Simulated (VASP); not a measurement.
# Sn (I4_1/amd) in VASP: a series of runs, part 2 of 2

VASP 6.6.1.

**6. Single point, PBEsol**

This run uses another cell than the first one, of the same volume but with other edges.

Contents of INCAR:

```
ALGO = Fast ; EDIFF = 1E-7
ENCUT = 520 ; GGA = PS
ISIF = 2 ; ISMEAR = 0
LASPH = True ; LCHARG = False
LREAL = False ; LWAVE = False
NBANDS = 21 ; NELM = 100
PREC = Accurate ; SIGMA = 0.15
```

Contents of KPOINTS:

```
k-points
0
Gamma
  18 18 18
```

Contents of POSCAR:

```
Sn
1.0
   -2.8927105411      2.8927105411      1.6521773982
    2.8927105411     -2.8927105411      1.6521773982
    2.8927105411      2.8927105411     -1.6521773982
Sn
2
Direct
    0.7500000000      0.2500000000      0.5000000000
    0.0000000000      0.0000000000      0.0000000000
```

Potentials or basis: VASP PAW PBE potentials, release 64 (Sn_d).

On the command line:

```bash
> cat potpaw_PBE.64/Sn_d/POTCAR > POTCAR
> mpirun -np 1 vasp_std > vasp.out
```

OUTCAR:

```text
EDIFF = 1E-7
   ENCUT = 520
   GGA = PS
   ISIF = 2
   ISMEAR = 0
   LASPH = True
   LREAL = False
   NELM = 100
   PREC = Accurate

 ion  position               nearest neighbor table
   1  0.750  0.250  0.500-   2 3.01   2 3.01   2 3.01   2 3.01
   2  0.000  0.000  0.000-   1 3.01   1 3.01   1 3.01   1 3.01

  LATTYP: Found a body centered tetragonal cell.
 ALAT       =     5.7854210822
 C/A-ratio  =     0.5711519956

  Lattice vectors:

 A1 = (  -2.8927105411,   2.8927105411,   1.6521773982)
[... 191 lines left out ...]
      2     -13.8302      2.00000
      3     -13.8291      2.00000
      4     -13.7755      2.00000
      5     -13.6804      2.00000
      6     -13.6804      2.00000
[... 565 lines left out ...]
     20      15.6408      0.00000
     21      16.0988      0.00000

 [... further k-points ...]
[... 5 lines left out ...]
  --------------------------------------------------------------------------------------
  -------------------------------------------------------------------------------------
  Total       -0.1275183     -0.1275183     -1.0869184      0.0000000      0.0000000      0.0000000
  in kB       -3.6945056     -3.6945056    -31.4905965      0.0000000      0.0000000      0.0000000
  external PRESSURE =     -12.9598692 kB  Pullay stress =       0.0000000 kB

 VOLUME and BASIS-vectors are now :
 -----------------------------------------------------------------------------
  energy-cutoff  :      520.00
  volume of cell :       55.30
      direct lattice vectors                 reciprocal lattice vectors
    -2.892710541  2.892710541  1.652177398     0.000000000  0.172848266  0.302630941
     2.892710541 -2.892710541  1.652177398     0.172848266  0.000000000  0.302630941
     2.892710541  2.892710541 -1.652177398     0.172848266  0.172848266  0.000000000

 POSITION                                       TOTAL-FORCE (eV/Angst)
 -----------------------------------------------------------------------------------
     -0.00000      2.89271      0.82609         0.000000     -0.000000      0.000000
      0.00000      0.00000      0.00000        -0.000000      0.000000     -0.000000
 -----------------------------------------------------------------------------------
    total drift:                               -0.000000      0.000000     -0.000000

  FREE ENERGIE OF THE ION-ELECTRON SYSTEM (eV)
  ---------------------------------------------------
  free  energy   TOTEN  =        -8.5005237247 eV

  energy  without entropy=       -8.4897646416  energy(sigma->0) =       -8.49514418
```

OSZICAR:

```text
N       E                     dE             d eps       ncg     rms          rms(c)
DAV:   1     0.221474060412E+03    0.22147E+03   -0.14391E+04 20522   0.207E+03
DAV:   2     0.144968475953E+02   -0.20698E+03   -0.20278E+03 20335   0.453E+02
DAV:   3    -0.781483004464E+01   -0.22312E+02   -0.22147E+02 23383   0.135E+02
DAV:   4    -0.851657962971E+01   -0.70175E+00   -0.70135E+00 22961   0.265E+01
DAV:   5    -0.854530969941E+01   -0.28730E-01   -0.28729E-01 28476   0.504E+00    0.239E+00
RMM:   6    -0.851103266868E+01    0.34277E-01   -0.44100E-02 24593   0.255E+00    0.135E+00
RMM:   7    -0.850072077936E+01    0.10312E-01   -0.31001E-02 24360   0.198E+00    0.170E-01
RMM:   8    -0.850039666870E+01    0.32411E-03   -0.41785E-03 27345   0.723E-01    0.559E-02
RMM:   9    -0.850050608778E+01   -0.10942E-03   -0.11182E-03 29806   0.280E-01    0.375E-02
RMM:  10    -0.850051828367E+01   -0.12196E-04   -0.14628E-04 26802   0.152E-01    0.157E-02
RMM:  11    -0.850052180457E+01   -0.35209E-05   -0.89799E-05 29646   0.937E-02    0.933E-03
RMM:  12    -0.850052419758E+01   -0.23930E-05   -0.27471E-05 33742   0.398E-02    0.717E-03
RMM:  13    -0.850052418921E+01    0.83633E-08   -0.15090E-06 24575   0.999E-03    0.604E-03
RMM:  14    -0.850052375001E+01    0.43920E-06   -0.11997E-06 25080   0.140E-02    0.498E-04
RMM:  15    -0.850052372474E+01    0.25272E-07   -0.13339E-07 13164   0.350E-03
   1 F= -.85005237E+01 E0= -.84951442E+01  d E =-.107591E-01
```

stdout:

```text
POSCAR found type information on POSCAR Sn
[... 44 lines left out ...]
 num prob  num prob  num prob  num prob  num prob  num prob  num prob  num prob  num prob  num prob  num prob  num prob  num prob  num prob  num prob  num prob  num prob  num prob  num prob  num prob  num prob  num prob  num prob  num prob  num prob  num prob  num prob  num prob  num prob  num prob  num prob  num prob  num prob  num prob  num prob  num prob WARNING in EDDRMM: call to ZHEGV failed, returncode =   8  4     19
 num prob RMM:  15    -0.850052372474E+01    0.25272E-07   -0.13339E-07 13164   0.350E-03
```

Run time: 4.9 min. Hardware: 1 thread of Intel Xeon 6975P-C (Granite Rapids), shared host; peak memory 0.54 GiB.

What came out:

```
Free energy            : -8.5005 eV
Pressure               : -1.3 GPa
Band gap on the k mesh : zero (band 14 reaches 9.36 eV, above the bottom of band 15 at 4.76 eV)
```

Levels at points of the mesh, in eV from the Fermi level:
| k point | band 11 | band 12 | band 13 | band 14 | band 15 | band 16 | band 17 | band 18 |
| --- | --- | --- | --- | --- | --- | --- | --- | --- |
| (0.00, 0.00, 0.00) | -11.01 | -3.24 | -1.75 | -1.75 | 3.15 | 6.04 | 6.12 | 6.46 |
| (0.50, 0.00, 0.00) | -7.19 | -5.51 | -2.26 | -1.50 | -1.30 | 2.19 | 2.87 | 4.72 |
| (0.50, 0.50, 0.00) | -8.72 | -8.72 | 0.81 | 0.81 | 1.89 | 1.89 | 5.25 | 5.25 |
| (0.50, 0.50, 0.50) | -7.31 | -7.31 | -4.67 | -4.67 | 4.15 | 4.15 | 9.77 | 9.77 |

Caveat: the PAW data sets were made with another functional, which shifts forces and pressure a little; spin-orbit coupling is left out, which moves the levels of the heavy elements.

**7. Summary**

```csv
cell,further INCAR settings,gap on the mesh (eV),pressure (GPa)
"a = 4.686 Å, angles 95.0, 95.0, 145.8°, 2 atoms",ALGO = Fast; EDIFF = 1e-07; NBANDS = 21,none,3.0
"a = 4.260 Å, angles 101.5, 101.5, 126.9°, 2 atoms",ALGO = Fast; EDIFF = 1e-07; NBANDS = 21,none,2.6
"a = 4.374 Å, angles 98.7, 98.7, 134.1°, 2 atoms",ALGO = Fast; EDIFF = 1e-06; NBANDS = 21,none,-0.8
"a = 4.493 Å, angles 96.9, 96.9, 139.5°, 2 atoms",ALGO = Fast; EDIFF = 1e-06; NBANDS = 21,none,-1.5
"a = 4.412 Å, angles 98.1, 98.1, 136.0°, 2 atoms",ALGO = Fast; EDIFF = 1e-07; NBANDS = 21,none,-1.3
```

Alike in all rows: task single point; level PBEsol; potentials or basis VASP PAW PBE potentials, release 64 (Sn_d); no spin polarisation; k mesh 18 × 18 × 18; cutoff (eV) 520; smearing gaussian 0.15 eV.

Caveats: the PAW data sets were made with another functional, which shifts forces and pressure a little; spin-orbit coupling is left out, which moves the levels of the heavy elements.

Absolute energies hang on the potentials; compare differences alone.
